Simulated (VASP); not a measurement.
A run of VASP 6.6.1:

The input INCAR:

```
PREC = Accurate
ENCUT = 520
EDIFF = 1E-7
ISMEAR = 1
SIGMA = 0.1
LREAL = F
LASPH = T
NELM = 80
ALGO = Normal
ISIF = 2
LWAVE = F
LCHARG = T
GGA = PS
LELF = T
LVHAR = T
NBANDS = 25
```

File KPOINTS:

```
Automatic mesh
0
Gamma
  4 4 4
```

Contents of POSCAR:

```
Rb3Na
1.0
    0.0000000000      5.3358180000      5.3358180000
    5.3358180000      0.0000000000      5.3358180000
    5.3358180000      5.3358180000      0.0000000000
Rb Na
3 1
Direct
    0.2500000000      0.2500000000      0.2500000000
    0.7500000000      0.7500000000      0.7500000000
    0.5000000000      0.5000000000      0.5000000000
    0.0000000000      0.0000000000      0.0000000000
```

Potentials or basis: VASP PAW PBE potentials, release 64 (Rb_sv, Na_pv).

Run with:

```bash
$ cat potpaw_PBE.64/Rb_sv/POTCAR potpaw_PBE.64/Na_pv/POTCAR > POTCAR
$ mpirun -np 1 vasp_std > vasp.out
```

Hardware: 1 thread of Intel(R) Xeon(R) 6975P-C (Granite Rapids), with other jobs on the host.

Problem. Estimate the wall time of this run.

Solution. Run time: 42 s on 1 thread of Intel(R) Xeon(R) 6975P-C (Granite Rapids), on a shared host, peak memory 0.42 GiB. Counts: scf iterations 13, k points 8.
